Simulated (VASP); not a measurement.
A run of VASP 6.6.1 is set up as follows.

Contents of INCAR:

```
  ALGO = Normal
  EDIFF = 1E-6
  ENCUT = 500
  GGA = PS
  GGA_COMPAT = F
  ISIF = 2
  ISMEAR = 0
  LASPH = T
  LCHARG = F
  LREAL = F
  LWAVE = F
  NBANDS = 16
  NELM = 120
  PREC = Accurate
  SIGMA = 0.02
```

KPOINTS

```
k-points
0
Gamma
  8 8 8
```

The input POSCAR:

```
CdS
1.0
    0.0000000000      2.9121733510      2.9121733510
    2.9121733510      0.0000000000      2.9121733510
    2.9121733510      2.9121733510      0.0000000000
Cd S
1 1
Direct
    0.0000000000      0.0000000000      0.0000000000
    0.7500000000      0.7500000000      0.7500000000
```

Potentials or basis: VASP PAW PBE potentials, release 64 (Cd, S).

The run is started by

```sh
$ cat potpaw_PBE.64/Cd/POTCAR potpaw_PBE.64/S/POTCAR > POTCAR
$ mpirun -np 1 vasp_std > vasp.out
```

Question: Predict the pressure.

Answer: 0.4 GPa.

Question: Predict the band gap on the k mesh.

Answer: 1.02 eV.

Caveat: the PAW data sets were made with another functional, which shifts forces and pressure a little.
